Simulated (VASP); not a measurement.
# Al in VASP: further runs, part 3 of 3

VASP 6.6.1. The steps go on from the part before.

## Step 4: Single point, PBE

INCAR

```
PREC     = Accurate       # precision mode
ENCUT    = 520            # plane-wave cutoff, eV
EDIFF    = 1E-7           # SCF threshold, eV
ISMEAR   = -1             # smearing method
SIGMA    = 0.08           # smearing width, eV
LREAL    = False          # projectors in reciprocal space
LASPH    = True           # aspherical terms in the spheres
NELM     = 60             # most SCF steps
ALGO     = Normal         # electronic algorithm
ISIF     = 2              # what is computed and relaxed
LWAVE    = False          # write WAVECAR
LCHARG   = False          # write CHGCAR
LDIPOL   = True         
IDIPOL   = 3            
DIPOL    = 0.5 0.5 0.500
GGA      = PE             # functional
NBANDS   = 14             # bands
```

KPOINTS

```
regular mesh
0
Gamma
  14 14 1
```

POSCAR

```
Al
1.0
    2.8574853682      0.0000000000      0.0000000000
    0.0000000000      2.8574853682      0.0000000000
    0.0000000000      0.0000000000     22.0616000000
Al
4
Direct
    0.2500000000      0.2500000000      0.3585740837
    0.7500000000      0.7500000000      0.4524951929
    0.2500000000      0.2500000000      0.5475048064
    0.7500000000      0.7500000000      0.6414259164
```

Potentials or basis: VASP PAW PBE potentials, release 64 (Al).

On the command line:

```console
$ cat potpaw_PBE.64/Al/POTCAR > POTCAR
$ mpirun -np 1 vasp_std > vasp.out
```

OUTCAR:

```text
PREC = Accurate
   ENCUT = 520
   EDIFF = 1E-7
   ISMEAR = -1
   LREAL = False
   LASPH = True
   NELM = 60
   ISIF = 2
   GGA = PE

 ion  position               nearest neighbor table
   1  0.250  0.250  0.359-   2 2.89   2 2.89   2 2.89   2 2.89
   2  0.750  0.750  0.452-   1 2.89   1 2.89   1 2.89   1 2.89   3 2.91   3 2.91   3 2.91   3 2.91

   3  0.250  0.250  0.548-   4 2.89   4 2.89   4 2.89   4 2.89   2 2.91   2 2.91   2 2.91   2 2.91

   4  0.750  0.750  0.641-   3 2.89   3 2.89   3 2.89   3 2.89

  LATTYP: Found a simple tetragonal cell.
 ALAT       =     2.8574853682
 C/A-ratio  =     7.7206344591

  Lattice vectors:

 A1 = (   2.8574853682,   0.0000000000,   0.0000000000)
 A2 = (   0.0000000000,   2.8574853682,   0.0000000000)
 A3 = (   0.0000000000,   0.0000000000,  22.0616000000)

Analysis of symmetry for initial positions (statically):
=====================================================================
 Subroutine PRICEL returns:
 Original cell was already a primitive cell.

 Routine SETGRP: Setting up the symmetry group for a
 simple tetragonal supercell.

 Subroutine GETGRP returns: Found 16 space group operations
 (whereof  4 operations were pure point group operations)
 out of a pool of 16 trial point group operations.

The static configuration has the point symmetry C_2h.
 The point group associated with its full space group is D_4h.

Analysis of symmetry for dynamics (positions and initial velocities):
=====================================================================
 Subroutine PRICEL returns:
 Original cell was already a primitive cell.

 Routine SETGRP: Setting up the symmetry group for a
 simple tetragonal supercell.

 Subroutine GETGRP returns: Found 16 space group operations
 (whereof  4 operations were pure point group operations)
 out of a pool of 16 trial point group operations.

The dynamic configuration has the point symmetry C_2h.
 The point group associated with its full space group is D_4h.

 Subroutine INISYM returns: Found 16 space group operations
 (whereof  4 operations are pure point group operations),
 and found     1 'primitive' translations

----------------------------------------------------------------------------------------

                                     Primitive cell

  volume of cell :     180.1379

  direct lattice vectors                    reciprocal lattice vectors
     2.857485368  0.000000000  0.000000000     0.349958047  0.000000000  0.000000000
     0.000000000  2.857485368  0.000000000     0.000000000  0.349958047  0.000000000
     0.000000000  0.000000000 22.061600000     0.000000000  0.000000000  0.045327628

  length of vectors
     2.857485368  2.857485368 22.061600000     0.349958047  0.349958047  0.045327628

  position of ions in fractional coordinates (direct lattice)
     0.250000000  0.250000000  0.358574084
     0.750000000  0.750000000  0.452495193
     0.250000000  0.250000000  0.547504806
     0.750000000  0.750000000  0.641425916

  ion indices of the primitive-cell ions
   primitive index   ion index
                 1           1
                 2           2
                 3           3
                 4           4

----------------------------------------------------------------------------------------

 KPOINTS: regular mesh

[... 59 lines left out ...]
   ISTART =      0    job   : 0-new  1-cont  2-samecut
   ICHARG =      2    charge: 1-file 2-atom 10-const
   ISPIN  =      1    spin polarized calculation?
   LNONCOLLINEAR =      F non collinear calculations
   LSORBIT =      F    spin-orbit coupling
   LASPH  =      T    aspherical Exc in radial PAW
   ENCUT  =  520.0 eV  38.22 Ry    6.18 a.u.   5.31  5.31 41.02*2*pi/ulx,y,z
   NELM   =     60;   NELMIN=  2; NELMDL= -5     # of ELM steps
   EDIFF  = 0.1E-06   stopping-criterion for ELM
   LREAL  =      F    real-space projection
   EDIFFG = 0.1E-05   stopping-criterion for IOM
   NSW    =      0    number of steps for IOM
   IBRION =     -1    ionic relax: 0-MD 1-quasi-New 2-CG
   NFREE  =      0    steps in history (QN), initial steepest desc. (CG)
   ISIF   =      2    stress and relaxation
   ISYM   =      2    0-nonsym 1-usesym 2-fastsym
   POTIM  = 0.5000    time-step for ionic-motion
   TEBEG  =    0.0;   TEEND  =   0.0 temperature during run
   PSTRESS=    0.0 pullay stress
   NELECT =      12.0000    total number of electrons
   NUPDOWN=      -1.0000    fix difference up-down
   EMIN   =  10.00;   EMAX   =-10.00  energy-range for DOS
   EFERMI =   0.00;   METHOD = LEGACY
   ISMEAR =    -1;   SIGMA  =   0.08  broadening in eV -4-tet -1-fermi 0-gaus
   EFERMI_NEDOS =   21; number of points for ismear=-14 and -15
   IALGO  =     38    algorithm
   IMIX   =      4    mixing-type and parameters
     AMIX     =   0.40;   BMIX     =  1.00
     AMIX_MAG =   1.60;   BMIX_MAG =  1.00
  volume/ion in A,a.u.               =      45.03       303.91
  Fermi-wavevector in a.u.,A,eV,Ry     =   0.663642  1.254101  5.992279  0.440420
  Thomas-Fermi vector in A             =   1.737083
   LORBIT       =      0    0 simple, 1 ext, 2 COOP (PROOUT), +10 PAW based schemes
   GGA     = PE    functional components
   LHFCALC =     F    Hartree Fock is set to
   AEXX    =    0.0000 exact exchange contribution
   IVDW    =     0    specifies the selected vdW correction
   LEPSILON=     F    determine dielectric tensor
   LRPA    =     F    only Hartree local field effects (RPA)
 non-spin polarized calculation
  energy-cutoff  :      520.00
  volume of cell :      180.14
 maximum number of plane-waves:      4900
 NGX is ok and might be reduce to    24

 dipolmoment           0.000000      0.000000     -0.000000 electrons x Angstroem

 number of electron      12.0000000 magnetization

 dipolmoment           0.000000      0.000000      0.000000 electrons x Angstroem

 Free energy of the ion-electron system (eV)
  ---------------------------------------------------
  ext. energy  EPLUGINS =         0.00000000
  ---------------------------------------------------
  free energy    TOTEN  =       -14.00889347 eV

  energy without entropy =      -13.96292204  energy(sigma->0) =      -13.98590775

 E-fermi :   0.3239     XC(G=0):  -4.6775

 val. band max:        0.3117299202   @ k =   0.2857   0.1429   0.0000
 cond. band min:       0.3283820847   @ k =   0.3571   0.0000   0.0000
 fundamental gap:      0.0166521644
 Fermi energy:         0.3238751339

 k-point     1 :       0.0000    0.0000    0.0000
  band No.  band energies     occupation
      1     -10.2131      2.00000
      2      -8.9180      2.00000
      3      -6.8466      2.00000
      4      -4.1280      2.00000
      5      -1.8041      2.00000
      6       1.5333      0.00000
      7       3.6258      0.00000
      8       4.6086      0.00000
      9       4.8687      0.00000
     10       6.1668      0.00000
     11       6.4814      0.00000
     12       6.4814      0.00000
     13       6.6004      0.00000
     14       6.7478      0.00000
[... 377 lines left out ...]
      1      -7.1099      2.00000
      2      -5.8380      2.00000
      3      -3.7994      2.00000
      4      -2.1706      2.00000
      5      -1.1178      2.00000
      6      -0.9421      2.00000
      7       1.0642      0.00019
      8       1.0943      0.00013
      9       2.9024      0.00000
     10       3.7315      0.00000
     11       4.1589      0.00000
     12       4.4832      0.00000
     13       5.8336      0.00000
     14       6.4980      0.00000

 [... further k-points ...]

------------------------ aborting loop because EDIFF is reached ----------------------------------------

 vacuum level on the upper side and lower side of the slab       (xc-potential included)        -0.088        -0.088

  FORCE on cell =-STRESS in cart. coord.  units (eV):
  Direction    XX          YY          ZZ          XY          YZ          ZX
  --------------------------------------------------------------------------------------
  -------------------------------------------------------------------------------------
  Total       -2.2061144     -2.2061144     -0.0205392      0.0000000     -0.0000000     -0.0000000
  in kB      -19.6215620    -19.6215620     -0.1826788      0.0000000     -0.0000000     -0.0000000
  external PRESSURE =     -13.1419343 kB  Pullay stress =       0.0000000 kB

 VOLUME and BASIS-vectors are now :
 -----------------------------------------------------------------------------
  energy-cutoff  :      520.00
  volume of cell :      180.14
      direct lattice vectors                 reciprocal lattice vectors
     2.857485368  0.000000000  0.000000000     0.349958047  0.000000000  0.000000000
     0.000000000  2.857485368  0.000000000     0.000000000  0.349958047  0.000000000
     0.000000000  0.000000000 22.061600000     0.000000000  0.000000000  0.045327628

 POSITION                                       TOTAL-FORCE (eV/Angst)
 -----------------------------------------------------------------------------------
      0.71437      0.71437      7.91072         0.000000     -0.000000      0.001458
      2.14311      2.14311      9.98277         0.000000      0.000000      0.004184
      0.71437      0.71437     12.07883        -0.000000     -0.000000     -0.004184
      2.14311      2.14311     14.15088         0.000000      0.000000     -0.001458
 -----------------------------------------------------------------------------------
    total drift:                                0.000000     -0.000000      0.000001

  FREE ENERGIE OF THE ION-ELECTRON SYSTEM (eV)
  ---------------------------------------------------
  free  energy   TOTEN  =       -14.0088934660 eV

  energy  without entropy=      -13.9629220359  energy(sigma->0) =      -13.98590775

 vacuum level on the upper side and lower side of the slab         4.522         4.522
```

It took 100 s on 1 thread of AMD EPYC 9R45 (Zen 5), shared host; peak memory 0.28 GiB.

Results:

- Free energy: -14.0089 eV
- Largest force: 0.004 eV/Å
- Band gap on the k mesh: zero (band 6 reaches 2.19 eV, above the bottom of band 7 at -0.79 eV)

Forces in eV/Å, atoms in the order of the input:
```
Al   0.000  0.000  0.001
Al   0.000  0.000  0.004
Al   0.000  0.000 -0.004
Al   0.000  0.000 -0.001
```

## Step 5: Single point, PBE

INCAR

```
SYSTEM = Al
PREC = Accurate
ENCUT = 520
EDIFF = 1E-7
ISMEAR = -1
SIGMA = 0.08
LREAL = .FALSE.
LASPH = .TRUE.
NELM = 60
ALGO = Normal
ISIF = 2
LWAVE = .FALSE.
LCHARG = .TRUE.
LDIPOL = .TRUE.
IDIPOL = 3
DIPOL = 0.5 0.5 0.500
GGA = PE
LELF = .TRUE.
LVHAR = .TRUE.
LVACPOTAV = .TRUE.
NBANDS = 14
EFIELD = -0.3
```

KPOINTS

```
regular mesh
0
G
  14 14 1
  0 0 0
```

POSCAR is that of step 4.

Potentials or basis: VASP PAW PBE potentials, release 64 (Al).

On the command line:

```console
$ cat potpaw_PBE.64/Al/POTCAR > POTCAR
$ mpirun -np 1 vasp_std > vasp.out
```

OUTCAR:

```text
SYSTEM = Al
   PREC = Accurate
   ENCUT = 520
   EDIFF = 1E-7
   ISMEAR = -1
   LREAL = .FALSE.
   LASPH = .TRUE.
   NELM = 60
   ISIF = 2
   GGA = PE

 ion  position               nearest neighbor table
   1  0.250  0.250  0.359-   2 2.89   2 2.89   2 2.89   2 2.89
   2  0.750  0.750  0.452-   1 2.89   1 2.89   1 2.89   1 2.89   3 2.91   3 2.91   3 2.91   3 2.91

   3  0.250  0.250  0.548-   4 2.89   4 2.89   4 2.89   4 2.89   2 2.91   2 2.91   2 2.91   2 2.91

   4  0.750  0.750  0.641-   3 2.89   3 2.89   3 2.89   3 2.89

  LATTYP: Found a simple tetragonal cell.
 ALAT       =     2.8574853682
 C/A-ratio  =     7.7206344591

  Lattice vectors:

 A1 = (   2.8574853682,   0.0000000000,   0.0000000000)
 A2 = (   0.0000000000,   2.8574853682,   0.0000000000)
 A3 = (   0.0000000000,   0.0000000000,  22.0616000000)

Analysis of symmetry for initial positions (statically):
=====================================================================
 Subroutine PRICEL returns:
 Original cell was already a primitive cell.

 Routine SETGRP: Setting up the symmetry group for a
 simple tetragonal supercell.

[... 184 lines left out ...]
      1     -10.2183      2.00000
      2      -8.9232      2.00000
      3      -6.8517      2.00000
      4      -4.1330      2.00000
      5      -1.8094      2.00000
      6       1.5162      0.00000
      7       3.3421      0.00000
      8       4.2475      0.00000
      9       5.0422      0.00000
     10       6.1616      0.00000
     11       6.4762      0.00000
     12       6.4762      0.00000
     13       6.5079      0.00000
     14       7.0276      0.00000
[... 377 lines left out ...]
      1      -7.1151      2.00000
      2      -5.8432      2.00000
      3      -3.8044      2.00000
      4      -2.1758      2.00000
      5      -1.1229      2.00000
      6      -0.9472      2.00000
      7       1.0590      0.00019
      8       1.0892      0.00013
      9       2.8972      0.00000
     10       3.7264      0.00000
     11       4.1537      0.00000
     12       4.4706      0.00000
     13       5.8282      0.00000
     14       6.3811      0.00000

 [... further k-points ...]
[... 5 lines left out ...]
  --------------------------------------------------------------------------------------
  -------------------------------------------------------------------------------------
  Total       -2.1946366     -2.1946366     -0.0399033     -0.0000000     -0.0000000      0.0000000
  in kB      -19.5194766    -19.5194766     -0.3549072     -0.0000000     -0.0000000      0.0000000
  external PRESSURE =     -13.1312868 kB  Pullay stress =       0.0000000 kB

 VOLUME and BASIS-vectors are now :
 -----------------------------------------------------------------------------
  energy-cutoff  :      520.00
  volume of cell :      180.14
      direct lattice vectors                 reciprocal lattice vectors
     2.857485368  0.000000000  0.000000000     0.349958047  0.000000000  0.000000000
     0.000000000  2.857485368  0.000000000     0.000000000  0.349958047  0.000000000
     0.000000000  0.000000000 22.061600000     0.000000000  0.000000000  0.045327628

 POSITION                                       TOTAL-FORCE (eV/Angst)
 -----------------------------------------------------------------------------------
      0.71437      0.71437      7.91072        -0.000000      0.000000      0.004720
      2.14311      2.14311      9.98277         0.000000      0.000000     -0.000945
      0.71437      0.71437     12.07883        -0.000000     -0.000000     -0.009024
      2.14311      2.14311     14.15088        -0.000000      0.000000      0.005248
 -----------------------------------------------------------------------------------
    total drift:                               -0.000000     -0.000000      0.000007

  FREE ENERGIE OF THE ION-ELECTRON SYSTEM (eV)
  ---------------------------------------------------
  free  energy   TOTEN  =       -14.0283168791 eV

  energy  without entropy=      -13.9823472732  energy(sigma->0) =      -14.00533208
```

Wall time 2.1 min (1 thread of AMD EPYC 9R45 (Zen 5), shared host); peak memory 0.28 GiB.

What came out:

```
Free energy            : -14.0283 eV
Largest force          : 0.009 eV/Å
Band gap on the k mesh : zero (band 6 reaches 2.17 eV, above the bottom of band 7 at -0.79 eV)
```

Forces in eV/Å, atoms in the order of the input:
```
Al   0.000  0.000  0.005
Al   0.000  0.000 -0.001
Al   0.000  0.000 -0.009
Al   0.000  0.000  0.005
```

## Step 6: Single point, PBE

INCAR

```
SYSTEM = Al
PREC = Accurate
ENCUT = 520
EDIFF = 1E-6
ISMEAR = -1
SIGMA = 0.08
LREAL = .False.
LASPH = .True.
NELM = 60
ALGO = Normal
ISIF = 2
LWAVE = .False.
LCHARG = .False.
GGA = PE
NBANDS = 14
```

KPOINTS

```
regular mesh
0
Gamma
  14 14 1
  0 0 0
```

POSCAR is that of step 5.

Potentials or basis: VASP PAW PBE potentials, release 64 (Al).

On the command line:

```console
$ cat potpaw_PBE.64/Al/POTCAR > POTCAR
$ mpirun -np 1 vasp_std > vasp.out
```

It took 99 s on 1 thread of AMD EPYC 9R45 (Zen 5), shared host; peak memory 0.28 GiB.

It converged, with:

* Free energy: -14.0089 eV
* Largest force: 0.004 eV/Å
* Band gap on the k mesh: zero (band 6 reaches 2.19 eV, above the bottom of band 7 at -0.79 eV)

Forces in eV/Å, atoms in the order of the input:
```
Al   0.000  0.000  0.001
Al   0.000  0.000  0.004
Al   0.000  0.000 -0.004
Al   0.000  0.000 -0.001
```

Levels at points of the mesh, in eV from the Fermi level:
```tsv
k point	band 3	band 4	band 5	band 6	band 7	band 8	band 9	band 10
(0.00, 0.00, 0.00)	-7.17	-4.45	-2.13	1.21	3.30	4.29	4.54	5.84
(0.50, 0.00, 0.00)	-4.82	-4.82	-2.81	-2.81	-0.13	-0.13	2.19	2.19
(0.50, 0.50, 0.00)	-1.16	-1.16	-1.01	-1.01	0.32	0.32	0.78	0.78
```

## Step 7: Summary

| dipole correction | electric field (eV/Å) | gap on the mesh (eV) |
| --- | --- | --- |
| yes | - | none |
| yes | 0.3 | none |
| no | - | none |

Some of these runs hold the atoms at other places in the same cell, which the table doesn't show; runs alike in all that it shows share one row.

Alike in all rows: task single point; level PBE; potentials or basis VASP PAW PBE potentials, release 64 (Al); no spin polarisation; cell as given; k mesh 14 × 14 × 1; cutoff (eV) 520; smearing fermi-dirac 0.08 eV.

Every run on the cell as given and a fine mesh finds a metal.

Absolute energies hang on the potentials; compare differences alone.
